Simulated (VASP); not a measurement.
The system is NiO.

```
Ni O
1.0
     0.00000    2.07190    2.07190
     2.07190    0.00000    2.07190
     2.07190    2.07190    0.00000
Ni O
1 1
Direct
  0.00000 0.00000 0.00000
  0.50000 0.50000 0.50000
```

Base run:

```yaml
Program: VASP 6.6.1
Functional: revPBE
Dispersion: D4
Potentials_or_basis: VASP PAW PBE potentials, release 64 (Ni, O)
Cutoff: 520 eV
k_mesh: 11 × 11 × 11
Occupations: fermi-dirac, width 0.05 eV
Spin: collinear spin, ferromagnetic start
Starting_moments: "[1.0, 0.0] μB"
```

Its results: pressure 5.8 GPa; net moment 1.70 μB per cell; site moments Ni +1.41; O +0.26 μB.

Problem. After a change of settings the same cell gave: pressure 6.0 GPa; net moment 2.00 μB per cell; site moments Ni +1.69; O +0.28 μB. Which change was it?
A. dispersion from D4 to D3(BJ); further incar settings from ALGO = Normal; EDIFF = 1e-07; NBANDS = 19 to ALGO = Normal; EDIFF = 1e-06; NBANDS = 19
B. functional from revPBE to PBE; dispersion from D4 to D3(BJ)
C. dispersion from D4 to none
D. functional from revPBE to r2SCAN

Solution. D.

Caveats: the PAW data sets were made with another functional, which shifts forces and pressure a little; a cell with one magnetic atom can't hold antiferromagnetic order, which such compounds often take; pairwise dispersion overbinds metals, which lowers pressure and volume (some runs).
